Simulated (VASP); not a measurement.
TiAl16N16 (a cell with a defect), 33 atoms in the cell. The cell holds a defect, 33 atoms: a = 6.260 Å, b = 6.260 Å, c = 10.035 Å, α = 90.00°, β = 90.00°, γ = 120.00°. 

```yaml
Program: VASP 6.6.1
Task: single point
Functional: PBE
Potentials_or_basis: VASP PAW PBE potentials, release 64 (Al, N, Ti_sv)
Cutoff: 520 eV
k_mesh: 2 × 2 × 2, shifted
Occupations: fermi-dirac, width 0.01 eV
Spin: no spin polarisation
Dipole_correction: no
Charge: 2
Further_INCAR_settings: LREAL = Auto; ALGO = Normal; EDIFF = 1e-06; NBANDS = 92; NELECT = 138.0
```

Potentials or basis: VASP PAW PBE potentials, release 64 (Al, N, Ti_sv).

The run is started by

```sh
$ cat potpaw_PBE.64/Al/POTCAR potpaw_PBE.64/N/POTCAR potpaw_PBE.64/Ti_sv/POTCAR > POTCAR
$ mpirun -np 1 vasp_std > vasp.out
```

Hardware: 1 thread of Oxide Virtual Turin-like Processor (shared host).

Task: How long does it take, and how much memory?

Result: It took 25 min on 1 thread of Oxide Virtual Turin-like Processor, with other jobs on the host, peak memory 0.54 GiB. Counts: scf iterations 18, k points 12.
